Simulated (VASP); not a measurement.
Runs of VASP 6.6.1 on Hg. Symmetry: P6/mmm, No. 191, hexagonal system. The conventional cell has a = 5.467 Å, b = 5.467 Å, c = 3.185 Å, α = 90.00°, β = 90.00°, γ = 120.00°. Within 4.2 Å of Hg (site symmetry -6m2) lie 11 Hg at 3.16 to 3.54 Å. Within 4.2 Å of Hg (site symmetry 6/mmm) lie 14 Hg at 3.19 to 3.54 Å. 

```csv
k mesh,gap on the mesh (eV),pressure (GPa)
5 × 5 × 7,none,(a)
2 × 2 × 3,none,-3.7
3 × 3 × 4,none,-2.4
2 × 2 × 2,none,(b)
6 × 6 × 9,none,-2.8
4 × 4 × 6,none,-2.3
```

Alike in all rows: task single point; level PBEsol; potentials or basis VASP PAW PBE potentials, release 64 (Hg); no spin polarisation; cell as given; cutoff (eV) 520; smearing methfessel-paxton 0.1 eV.

Estimate the missing entries.

(a) -2.7; (b) 3.2.

Caveats: some runs use coarse meshes; the PAW data sets were made with another functional, which shifts forces and pressure a little; spin-orbit coupling is left out, which moves the levels of the heavy elements.

A k mesh can miss the band edges, and the runs leave out spin-orbit coupling on Hg.

A gap of «none» marks levels without a gap at the run's occupations.
